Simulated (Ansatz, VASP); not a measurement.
One calculation of Mg2As, two programs

File INCAR:

```
ALGO = Fast
EDIFF = 1E-6
ENCUT = 520
GGA = PE
ISIF = 2
ISMEAR = -1
LASPH = T
LCHARG = T
LELF = T
LREAL = F
LVHAR = T
LWAVE = F
NBANDS = 18
NELM = 80
PREC = Accurate
SIGMA = 0.05
```

KPOINTS

```
k-points
0
Gamma
  8 8 8
```

Contents of POSCAR:

```
Mg2As
1.0
   -1.9043950754      2.7857885335      5.9147582052
    1.9043950754     -2.7857885335      5.9147582052
    1.9043950754      2.7857885335     -5.9147582052
As Mg
2 4
Direct
    0.3559950000      0.8559950000      0.5000000000
    0.6440050000      0.1440050000      0.5000000000
    0.1972320000      0.1972320000      0.0000000000
    0.2550410000      0.5000000000      0.7550410000
    0.7449590000      0.5000000000      0.2449590000
    0.8027680000      0.8027680000      0.0000000000
```

Contents of input.yaml:

```yaml
crystal:
  lattice:
    - [-1.9043950754, 2.7857885335, 5.9147582052]
    - [1.9043950754, -2.7857885335, 5.9147582052]
    - [1.9043950754, 2.7857885335, -5.9147582052]
  atoms:
    - { symbol: As, position: [0.355995, 0.855995, 0.5] }
    - { symbol: As, position: [0.644005, 0.144005, 0.5] }
    - { symbol: Mg, position: [0.197232, 0.197232, 0.0] }
    - { symbol: Mg, position: [0.255041, 0.5, 0.755041] }
    - { symbol: Mg, position: [0.744959, 0.5, 0.244959] }
    - { symbol: Mg, position: [0.802768, 0.802768, 0.0] }
hamiltonian:
  xc: pbe
  pseudopotentials: { kind: paw }
kpoints:
  mp_grid: { grid: [8, 8, 8] }
scf:
  occupations: { method: fermi_dirac, width: 0.05 }
output:
  forces: true
  stress: true
  eigenvalues: true
```

Alike in both runs: task single point; functional PBE; k mesh 8 × 8 × 8; occupations fermi-dirac, width 0.05 eV; no spin polarisation.

|  | VASP | Ansatz |
| --- | --- | --- |
| version | VASP 6.6.1 | Ansatz 0.2.0 |
| potentials or method | VASP PAW PBE potentials, release 64 (As, Mg) | Ansatz PAW |
| plane-wave cutoff (eV) | 520 | 420 |
| valence electrons in the cell | 18 | 70 |

VASP gave:

| Property | Result |
| --- | --- |
| gap on the k mesh at the Fermi level (eV) | none |
| pressure (GPa) | 0.8 |
| traceless stress, the component that is largest in VASP (GPa) | -0.35 |
| rms of the force components (eV/Å) | 0.054 |

Q: Estimate Ansatz's values.

A: gap on the k mesh at the Fermi level (eV): none; pressure (GPa): 0.9; traceless stress, the component that is largest in VASP (GPa): -0.35; rms of the force components (eV/Å): 0.050.

Atom by atom the forces differ by 0.005 eV/Å (rms over components). A gap of «none» marks a metal or a gap that the smearing closes. VASP's potentials hold 18 valence electrons a cell and Ansatz's 70, so a difference there can come from the potentials and not from the codes.
